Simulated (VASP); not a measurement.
Here is a VASP 6.6.1 calculation.

File INCAR:

```
SYSTEM = ZnSe
  PREC = Accurate
  ENCUT = 500
  EDIFF = 1E-6
  ISMEAR = 0
  SIGMA = 0.01
  LREAL = .FALSE.
  LASPH = .TRUE.
  NELM = 120
  ALGO = Normal
  ISIF = 2
  LWAVE = .FALSE.
  LCHARG = .FALSE.
  GGA = PS
  NBANDS = 16
  GGA_COMPAT = .FALSE.
```

File KPOINTS:

```
regular mesh
0
G
  8 8 8
  0 0 0
```

Contents of POSCAR:

```
ZnSe
1.0
    0.0000000000      2.5856521807      2.5856521807
    2.5856521807      0.0000000000      2.5856521807
    2.5856521807      2.5856521807      0.0000000000
Zn Se
1 1
Direct
    0.0000000000      0.0000000000      0.0000000000
    0.7500000000      0.7500000000      0.7500000000
```

Potentials or basis: VASP PAW PBE potentials, release 64 (Zn, Se).

Run with:

```bash
$ cat potpaw_PBE.64/Zn/POTCAR potpaw_PBE.64/Se/POTCAR > POTCAR
$ mpirun -np 1 vasp_std > vasp.out
```

(1) Estimate the pressure.

(2) Predict the band gap on the k mesh.

## Answers

(1) 30.6 GPa.

(2) 2.07 eV (least direct gap 2.37 eV).

Caveat: the cell stands under pressure; the PAW data sets were made with another functional, which shifts forces and pressure a little.
